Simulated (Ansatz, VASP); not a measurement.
**Rh in VASP and in Ansatz**

```
CELL_PARAMETERS angstrom
0.00000 -1.90155 -1.90155
0.00000 1.90155 -1.90155
3.80310 0.00000 0.00000
ATOMIC_POSITIONS crystal
Rh 0.50000 0.50000 0.57888
Rh 0.00000 0.00000 0.92112
```

Change from the starting cell: mode 6 (233.9 1/cm) frozen in, largest displacement -0.300 Å.

Alike in both runs: task single point; functional PBE; k mesh 18 × 18 × 12; occupations gaussian, width 0.15 eV; no spin polarisation.

```csv
,VASP,Ansatz
version,VASP 6.6.1,Ansatz 0.2.0
potentials or method,"VASP PAW PBE potentials, release 64 (Rh_pv), cutoff 520 eV","scalar-relativistic, plane waves, PAW"
valence electrons in the cell,30,34
```

|  | VASP | Ansatz | Ansatz less VASP |
| --- | --- | --- | --- |
| gap on the k mesh at the Fermi level (eV) | none | none | - |
| rms of the force components (eV/Å) | 4.784 | 4.722 | -0.0620 |

Atom by atom the forces differ by 0.062 eV/Å (rms over components). A gap of «none» marks a metal or a gap that the smearing closes. VASP's potentials hold 30 valence electrons a cell and Ansatz's 34, so a difference there can come from the potentials and not from the codes.
